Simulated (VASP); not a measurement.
Here is a VASP 6.6.1 calculation.

The input POSCAR:

```
BaTiO3
1.0
    3.9672898506      0.0000000000      0.0000000000
    0.0000000000      3.9672898506      0.0000000000
    0.0000000000      0.0000000000      4.0662167338
Ba Ti O
1 1 3
Direct
    0.0000000000      0.0000000000     -0.0017871781
    0.5000000000      0.5000000000      0.4813897748
    0.5000000000      0.5000000000      0.0298395205
    0.5000000000      0.0000000000      0.5167789414
    0.0000000000      0.5000000000      0.5167789414
```

INCAR.step1

```
SYSTEM = BaTiO3
PREC = Accurate
ENCUT = 910
ISMEAR = 0
SIGMA = 0.01
LREAL = .False.
LASPH = .True.
NELM = 120
NBANDS = 28
GGA = PE
ALGO = Normal
EDIFF = 1E-5
LWAVE = .True.
LCHARG = .False.
GGA_COMPAT = .False.
```

File INCAR.step2:

```
SYSTEM = BaTiO3
PREC = Accurate
ENCUT = 910
EDIFF = 1E-6
ISMEAR = 0
SIGMA = 0.01
LREAL = .False.
LASPH = .True.
NELM = 120
ALGO = Normal
ISIF = 2
LWAVE = .False.
LCHARG = .False.
METAGGA = R2SCAN
LMIXTAU = .True.
LUSE_VDW = .True.
IVDW_NL = 2
BPARAM = 11.95
CPARAM = 0.0093
NBANDS = 28
ISTART = 1
GGA_COMPAT = .False.
```

Contents of KPOINTS:

```
regular mesh
0
Gamma
  5 5 5
  0 0 0
```

Potentials or basis: VASP PAW PBE potentials, release 64 (Ba_sv, Ti_sv, O_h).

Command:

```bash
$ cat potpaw_PBE.64/Ba_sv/POTCAR potpaw_PBE.64/Ti_sv/POTCAR potpaw_PBE.64/O_h/POTCAR > POTCAR
$ cp INCAR.step1 INCAR
$ mpirun -np 1 vasp_std > vasp.out
$ cp INCAR.step2 INCAR
$ mpirun -np 1 vasp_std > vasp.out
```

(1) What does it give for the pressure?

(2) Predict the largest force.

Results:

(1) 2.0 GPa.

(2) 0.106 eV/Å.

Caveat: the cutoff is under 1.25 times the usual one of these potentials, so pressure, stress and relaxed cells hold a basis-set (Pulay) error; the PAW data sets were made with another functional, which shifts forces and pressure a little.
